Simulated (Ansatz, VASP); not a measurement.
## One calculation of CdSe, two programs

Contents of INCAR:

```
SYSTEM = CdSe
PREC     = Accurate       ! precision mode
ENCUT    = 500            ! plane-wave cutoff, eV
EDIFF    = 1E-6           ! SCF threshold, eV
ISMEAR   = -1             ! smearing method
SIGMA    = 0.05           ! smearing width, eV
LREAL    = .FALSE.        ! projectors in reciprocal space
LASPH    = .TRUE.         ! aspherical terms in the spheres
NELM     = 120            ! most SCF steps
ALGO     = Normal         ! electronic algorithm
ISIF     = 2              ! what is computed and relaxed
LWAVE    = .FALSE.        ! write WAVECAR
LCHARG   = .FALSE.        ! write CHGCAR
GGA      = PE             ! functional
NBANDS   = 16             ! bands
GGA_COMPAT= .FALSE.
```

KPOINTS

```
regular mesh
0
G
  6 6 6
  0 0 0
```

Contents of POSCAR:

```
CdSe
1.0
    0.0000000000      2.8429458735      2.8429458735
    2.8429458735      0.0000000000      2.8429458735
    2.8429458735      2.8429458735      0.0000000000
Cd Se
1 1
Direct
    0.0000000000      0.0000000000      0.0000000000
    0.5000000000      0.5000000000      0.5000000000
```

Input for Ansatz:

```yaml
crystal:
  lattice:
    - [0.0, 2.8429458735, 2.8429458735]
    - [2.8429458735, 0.0, 2.8429458735]
    - [2.8429458735, 2.8429458735, 0.0]
  atoms:
    - { symbol: Cd, position: [0.0, 0.0, 0.0] }
    - { symbol: Se, position: [0.5, 0.5, 0.5] }
kpoints:
  mp_grid: { grid: [6, 6, 6] }
hamiltonian:
  xc: pbe
scf:
  occupations: { method: fermi_dirac, width: 0.05 }
  n_extra_bands: 4
output:
  forces: true
  stress: true
  eigenvalues: true
```

Alike in both runs: task single point; functional PBE; k mesh 6 × 6 × 6; occupations fermi-dirac, width 0.05 eV; no spin polarisation.

|  | VASP | Ansatz |
| --- | --- | --- |
| version | VASP 6.6.1 | Ansatz 0.2.0 |
| potentials or method | VASP PAW PBE potentials, release 64 (Cd, Se) | plane waves |
| plane-wave cutoff (eV) | 500 | 420 |
| valence electrons in the cell | 18 | 36 |

|  | VASP | Ansatz | Ansatz less VASP |
| --- | --- | --- | --- |
| pressure (GPa) | 2.2 | 1.8 | -0.38 |

VASP's potentials hold 18 valence electrons a cell and Ansatz's 36, so a difference there can come from the potentials and not from the codes.
